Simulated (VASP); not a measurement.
# SnS2 (P-3m1) in VASP: single point with PBEsol

Aim: the single point of SnS2 with PBEsol.

All numbers are computed with VASP 6.6.1; they aren't measurements. Logs are shortened: lines on timing, memory, paths and dates and some standing lists are left out, and cuts for length are marked.

## 1. The cell of the first run

Symmetry: P-3m1, No. 164, trigonal system. The conventional cell has a = 3.639 Å, b = 3.639 Å, c = 5.868 Å, α = 90.00°, β = 90.00°, γ = 120.00°. Sn (site symmetry -3m) has 6 S at 2.56 Å within 3.4 Å. S (site symmetry 3m) has 3 Sn at 2.56 Å within 3.4 Å.

## 2. Single point, PBEsol

Input file INCAR:

```
PREC = Accurate
ENCUT = 500
EDIFF = 1E-6
ISMEAR = 0
SIGMA = 0.01
LREAL = False
LASPH = True
NELM = 120
ALGO = Normal
ISIF = 2
LWAVE = False
LCHARG = True
GGA = PS
LELF = True
LVHAR = True
NBANDS = 20
GGA_COMPAT = False
```

Input file KPOINTS:

```
Automatic mesh
0
Gamma
  5 5 3
```

Input file POSCAR:

```
SnS2
1.0
    3.6390000000      0.0000000000      0.0000000000
   -1.8195000000      3.1514664400      0.0000000000
    0.0000000000      0.0000000000      5.8680000000
Sn S
1 2
Direct
    0.0000000000      0.0000000000      0.0000000000
    0.3333333300      0.6666666700      0.2500000000
    0.6666666700      0.3333333300      0.7500000000
```

Potentials or basis: VASP PAW PBE potentials, release 64 (Sn_d, S).

Launch:

```console
> cat potpaw_PBE.64/Sn_d/POTCAR potpaw_PBE.64/S/POTCAR > POTCAR
> mpirun -np 1 vasp_std > vasp.out
```

OUTCAR:

```text
PREC = Accurate
   ENCUT = 500
   EDIFF = 1E-6
   ISMEAR = 0
   LREAL = False
   LASPH = True
   NELM = 120
   ISIF = 2
   GGA = PS

 ion  position               nearest neighbor table
   1  0.000  0.000  0.000-   2 2.56   3 2.56   2 2.56   3 2.56   3 2.56   2 2.56
   2  0.333  0.667  0.250-   1 2.56   1 2.56   1 2.56
   3  0.667  0.333  0.750-   1 2.56   1 2.56   1 2.56

  LATTYP: Found a hexagonal cell.
 ALAT       =     3.6390000000
 C/A-ratio  =     1.6125309151

  Lattice vectors:

 A1 = (   3.6390000000,   0.0000000000,   0.0000000000)
 A2 = (  -1.8195000000,   3.1514664400,   0.0000000000)
 A3 = (   0.0000000000,   0.0000000000,   5.8680000000)

Analysis of symmetry for initial positions (statically):
=====================================================================
 Subroutine PRICEL returns:
 Original cell was already a primitive cell.

 Routine SETGRP: Setting up the symmetry group for a
 hexagonal supercell.

 Subroutine GETGRP returns: Found 12 space group operations
 (whereof 12 operations were pure point group operations)
 out of a pool of 24 trial point group operations.

The static configuration has the point symmetry D_3d.

Analysis of symmetry for dynamics (positions and initial velocities):
=====================================================================
 Subroutine PRICEL returns:
 Original cell was already a primitive cell.

 Routine SETGRP: Setting up the symmetry group for a
 hexagonal supercell.

 Subroutine GETGRP returns: Found 12 space group operations
 (whereof 12 operations were pure point group operations)
 out of a pool of 24 trial point group operations.

The dynamic configuration has the point symmetry D_3d.

 Subroutine INISYM returns: Found 12 space group operations
 (whereof 12 operations are pure point group operations),
 and found     1 'primitive' translations

----------------------------------------------------------------------------------------

                                     Primitive cell

  volume of cell :      67.2953

  direct lattice vectors                    reciprocal lattice vectors
     3.639000000  0.000000000  0.000000000     0.274800769  0.158656298  0.000000000
    -1.819500000  3.151466440  0.000000000     0.000000000  0.317312597  0.000000000
     0.000000000  0.000000000  5.868000000     0.000000000  0.000000000  0.170415815
[... 69 lines left out ...]
   LSORBIT =      F    spin-orbit coupling
   LASPH  =      T    aspherical Exc in radial PAW
   ENCUT  =  500.0 eV  36.75 Ry    6.06 a.u.   6.63  6.63 10.70*2*pi/ulx,y,z
   NELM   =    120;   NELMIN=  2; NELMDL= -5     # of ELM steps
   EDIFF  = 0.1E-05   stopping-criterion for ELM
   LREAL  =      F    real-space projection
   EDIFFG = 0.1E-04   stopping-criterion for IOM
   NSW    =      0    number of steps for IOM
   IBRION =     -1    ionic relax: 0-MD 1-quasi-New 2-CG
   NFREE  =      0    steps in history (QN), initial steepest desc. (CG)
   ISIF   =      2    stress and relaxation
   ISYM   =      2    0-nonsym 1-usesym 2-fastsym
   POTIM  = 0.5000    time-step for ionic-motion
   TEBEG  =    0.0;   TEEND  =   0.0 temperature during run
   PSTRESS=    0.0 pullay stress
   NELECT =      26.0000    total number of electrons
   NUPDOWN=      -1.0000    fix difference up-down
   EMIN   =  10.00;   EMAX   =-10.00  energy-range for DOS
   EFERMI =   0.00;   METHOD = LEGACY
   ISMEAR =     0;   SIGMA  =   0.01  broadening in eV -4-tet -1-fermi 0-gaus
   EFERMI_NEDOS =   21; number of points for ismear=-14 and -15
   IALGO  =     38    algorithm
   IMIX   =      4    mixing-type and parameters
     AMIX     =   0.40;   BMIX     =  1.00
     AMIX_MAG =   1.60;   BMIX_MAG =  1.00
  volume/ion in A,a.u.               =      22.43       151.38
  Fermi-wavevector in a.u.,A,eV,Ry     =   1.192352  2.253218 19.343434  1.421702
  Thomas-Fermi vector in A             =   2.328392
   LORBIT       =      0    0 simple, 1 ext, 2 COOP (PROOUT), +10 PAW based schemes
   GGA     = PS    functional components
   LHFCALC =     F    Hartree Fock is set to
   AEXX    =    0.0000 exact exchange contribution
   IVDW    =     0    specifies the selected vdW correction
   LEPSILON=     F    determine dielectric tensor
   LRPA    =     F    only Hartree local field effects (RPA)
 non-spin polarized calculation
 Gauss-broadening in eV      SIGMA  =   0.01
  energy-cutoff  :      500.00
  volume of cell :       67.30
 maximum number of plane-waves:      1737
 NGX is ok and might be reduce to    28
   NGX = 13   NGY = 13   NGZ = 21

 number of electron      26.0000007 magnetization

 Free energy of the ion-electron system (eV)
  ---------------------------------------------------
  ext. energy  EPLUGINS =         0.00000000
  ---------------------------------------------------
  free energy    TOTEN  =       -14.24106413 eV

  energy without entropy =      -14.24106413  energy(sigma->0) =      -14.24106413

 E-fermi :   4.8654     XC(G=0):  -9.8566

 val. band max:        4.7366973529   @ k =   0.0000   0.0000   0.0000
 cond. band min:       6.1198225084   @ k =   0.0000   0.4000   0.3333
 fundamental gap:      1.3831251555
 Fermi energy:         4.8654432902

 k-point     1 :       0.0000    0.0000    0.0000
  band No.  band energies     occupation
      1     -16.1301      2.00000
      2     -16.1301      2.00000
      3     -16.0869      2.00000
      4     -16.0565      2.00000
      5     -16.0565      2.00000
      6      -9.1594      2.00000
[... 265 lines left out ...]
     19      14.1383      0.00000
     20      15.1264      0.00000

------------------------ aborting loop because EDIFF is reached ----------------------------------------

  FORCE on cell =-STRESS in cart. coord.  units (eV):
  Direction    XX          YY          ZZ          XY          YZ          ZX
  --------------------------------------------------------------------------------------
  -------------------------------------------------------------------------------------
  Total        0.5144084      0.5144084      0.4749832      0.0000000      0.0000000      0.0000000
  in kB       12.2471153     12.2471153     11.3084724      0.0000000      0.0000000      0.0000000
  external PRESSURE =      11.9342343 kB  Pullay stress =       0.0000000 kB

 VOLUME and BASIS-vectors are now :
 -----------------------------------------------------------------------------
  energy-cutoff  :      500.00
  volume of cell :       67.30
      direct lattice vectors                 reciprocal lattice vectors
     3.639000000  0.000000000  0.000000000     0.274800769  0.158656298  0.000000000
    -1.819500000  3.151466440  0.000000000     0.000000000  0.317312597  0.000000000
     0.000000000  0.000000000  5.868000000     0.000000000  0.000000000  0.170415815

 POSITION                                       TOTAL-FORCE (eV/Angst)
 -----------------------------------------------------------------------------------
      0.00000      0.00000      0.00000         0.000000      0.000000      0.000000
     -0.00000      2.10098      1.46700        -0.000000      0.000000      0.069845
      1.81950      1.05049      4.40100         0.000000     -0.000000     -0.069845
 -----------------------------------------------------------------------------------
    total drift:                                0.000000      0.000000      0.000000

  FREE ENERGIE OF THE ION-ELECTRON SYSTEM (eV)
  ---------------------------------------------------
  free  energy   TOTEN  =       -14.2410641333 eV

  energy  without entropy=      -14.2410641333  energy(sigma->0) =      -14.24106413
```

OSZICAR:

```text
N       E                     dE             d eps       ncg     rms          rms(c)
DAV:   1     0.212563052248E+03    0.21256E+03   -0.12084E+04   480   0.147E+03
DAV:   2     0.112327894070E+02   -0.20133E+03   -0.19215E+03   516   0.394E+02
DAV:   3    -0.137549332529E+02   -0.24988E+02   -0.24201E+02   596   0.118E+02
DAV:   4    -0.146807920657E+02   -0.92586E+00   -0.92429E+00   592   0.240E+01
DAV:   5    -0.147061125151E+02   -0.25320E-01   -0.25317E-01   700   0.407E+00    0.869E+00
DAV:   6    -0.142792430124E+02    0.42687E+00   -0.79846E-01   736   0.104E+01    0.602E+00
DAV:   7    -0.142442520494E+02    0.34991E-01   -0.26372E-01   628   0.358E+00    0.162E+00
DAV:   8    -0.142410430873E+02    0.32090E-02   -0.28011E-02   676   0.166E+00    0.621E-01
DAV:   9    -0.142410448897E+02   -0.18024E-05   -0.22134E-03   568   0.350E-01    0.155E-01
DAV:  10    -0.142410387766E+02    0.61131E-05   -0.28301E-04   648   0.111E-01    0.707E-02
DAV:  11    -0.142410620981E+02   -0.23322E-04   -0.36088E-05   556   0.357E-02    0.141E-02
DAV:  12    -0.142410631645E+02   -0.10664E-05   -0.19661E-06   536   0.981E-03    0.116E-02
DAV:  13    -0.142410641333E+02   -0.96879E-06   -0.16557E-06   464   0.971E-03
   1 F= -.14241064E+02 E0= -.14241064E+02  d E =-.775909E-76
```

stdout:

```text
POSCAR found type information on POSCAR SnS
 POSCAR found :  2 types and       3 ions
 scaLAPACK will be used
 -----------------------------------------------------------------------------
|                                                                             |
|                                                                             |
|     You enforced a specific xc type in the INCAR file but a different       |
|     I HOPE YOU KNOW WHAT YOU ARE DOING!                                     |
|                                                                             |
 -----------------------------------------------------------------------------

 LDA part: xc-table for (Slater+PW92), standard interpolation
 POSCAR, INCAR and KPOINTS ok, starting setup
 FFT: planning ... GRIDC
 FFT: planning ... GRID_SOFT
 FFT: planning ... GRID
 WAVECAR not read
 entering main loop
```

Run time: 30 s. Hardware: 1 thread of Intel Xeon 8259CL, shared host; peak memory 0.18 GiB.

What came out:

```
Free energy            : -14.2411 eV
Pressure               : 1.2 GPa
Largest force          : 0.070 eV/Å
Band gap on the k mesh : 1.38 eV (least direct gap 1.90 eV)
```

Forces on the atoms (eV/Å):
```
Sn   0.000  0.000  0.000
S    0.000  0.000  0.070
S    0.000  0.000 -0.070
```

Caveat: the PAW data sets were made with another functional, which shifts forces and pressure a little; spin-orbit coupling is left out, which moves the levels of the heavy elements; an odd mesh through Γ misses points on the zone boundary, where band edges can lie; this functional lacks dispersion, which binds the layers, so the pressure and a relaxed spacing across them are unreliable.
